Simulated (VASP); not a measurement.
A run of VASP 6.6.1:

Contents of INCAR:

```
PREC = Accurate
ENCUT = 520
EDIFF = 1E-6
ISMEAR = 0
SIGMA = 0.05
LREAL = F
LASPH = T
NELM = 100
ALGO = Normal
ISIF = 2
LWAVE = F
LCHARG = T
GGA = PE
LELF = T
LVHAR = T
NBANDS = 12
```

KPOINTS

```
regular mesh
0
Gamma
  6 6 6
```

File POSCAR:

```
LiF
1.0
    0.0000000000      2.0140017468      2.0140017468
    2.0140017468      0.0000000000      2.0140017468
    2.0140017468      2.0140017468      0.0000000000
Li F
1 1
Direct
    0.0000000000      0.0000000000      0.0000000000
    0.5000000000      0.5000000000      0.5000000000
```

Potentials or basis: VASP PAW PBE potentials, release 64 (Li_sv, F).

Command:

```sh
$ cat potpaw_PBE.64/Li_sv/POTCAR potpaw_PBE.64/F/POTCAR > POTCAR
$ mpirun -np 1 vasp_std > vasp.out
```

Hardware: 1 thread of Oxide Virtual Turin-like Processor, with other jobs on the host.

Task: How long does it take, and how much memory?

Result: Run time: 10 s on 1 thread of Oxide Virtual Turin-like Processor, on a shared host, peak memory 0.09 GiB. Counts: scf iterations 12, k points 16.
